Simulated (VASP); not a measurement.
Here is a VASP 6.6.1 calculation.

Contents of INCAR:

```
PREC = Accurate
ENCUT = 520
EDIFF = 1E-7
ISMEAR = 0
SIGMA = 0.1
LREAL = False
LASPH = True
NELM = 100
ALGO = Normal
ISIF = 2
LWAVE = False
LCHARG = True
GGA = PE
LELF = True
LVHAR = True
NBANDS = 26
```

KPOINTS

```
Automatic mesh
0
Gamma
  4 4 4
```

File POSCAR:

```
Zr2Si3
1.0
    4.4926824800      0.0000000000      0.0000000000
    0.0000000000      4.4926824800      0.0000000000
    0.0000000000      0.0000000000      4.4926824800
Zr Si
2 3
Direct
    0.0000000000      0.0000000000      0.0000000000
    0.5000000000      0.5000000000      0.5000000000
    0.5000000000      0.0000000000      0.0000000000
    0.0000000000      0.5000000000      0.0000000000
    0.0000000000      0.0000000000      0.5000000000
```

Potentials or basis: VASP PAW PBE potentials, release 64 (Zr_sv, Si).

Run with:

```bash
$ cat potpaw_PBE.64/Zr_sv/POTCAR potpaw_PBE.64/Si/POTCAR > POTCAR
$ mpirun -np 1 vasp_std > vasp.out
```

(1) What does it give for the band gap on the k mesh?

(2) Estimate the pressure.

Answers

(1) zero (bands 18 and 19 overlap by 1.05 eV).

(2) 21.9 GPa.

Caveat: the cell stands under pressure.
